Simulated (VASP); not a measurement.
Write the native input for VASP 6.6.1 that does the following.

```
Task                   : single point
Functional             : PBE
Potentials or basis    : VASP PAW PBE potentials, release 64 (Ga_d, N)
Cutoff                 : 520 eV
k mesh                 : 8 × 6 × 1
Occupations            : fermi-dirac, width 0.02 eV
Spin                   : no spin polarisation
Dipole correction      : yes
Further INCAR settings : ALGO = Normal; EDIFF = 1e-06; NBANDS = 26
```

The structure of GaN lies in POSCAR:

```
GaN
1.0
    3.2162655414      0.0000000000      0.0000000000
    0.0000000000      4.5484863488      0.0000000000
    0.0000000000      0.0000000000     17.6081000000
Ga N
2 2
Direct
    0.0000000000      0.8750000000      0.4543354260
    0.5000000000      0.3750000000      0.5456645740
    0.5000000000      0.6250000000      0.4543354260
    0.0000000000      0.1250000000      0.5456645740
```

The input as run:

INCAR

```
PREC = Accurate ; ENCUT = 520
EDIFF = 1E-6 ; ISMEAR = -1
SIGMA = 0.02 ; LREAL = False
LASPH = True ; NELM = 60
ALGO = Normal ; ISIF = 2
LWAVE = False ; LCHARG = True
LDIPOL = True ; IDIPOL = 3
DIPOL = 0.5 0.5 0.500 ; GGA = PE
LELF = True ; LVHAR = True
LVACPOTAV = True ; NBANDS = 26
```

KPOINTS

```
regular mesh
0
Gamma
  8 6 1
```

Potentials or basis: VASP PAW PBE potentials, release 64 (Ga_d, N).

Run with:

```sh
$ cat potpaw_PBE.64/Ga_d/POTCAR potpaw_PBE.64/N/POTCAR > POTCAR
$ mpirun -np 1 vasp_std > vasp.out
```

Results of the run:

```yaml
Largest_force: 2.339 eV/Å
Band_gap_on_the_k_mesh: 0.91 eV
```

Run time: 6.1 min on 1 thread of Intel Xeon 8259CL, on a shared host, peak memory 0.4 GiB.
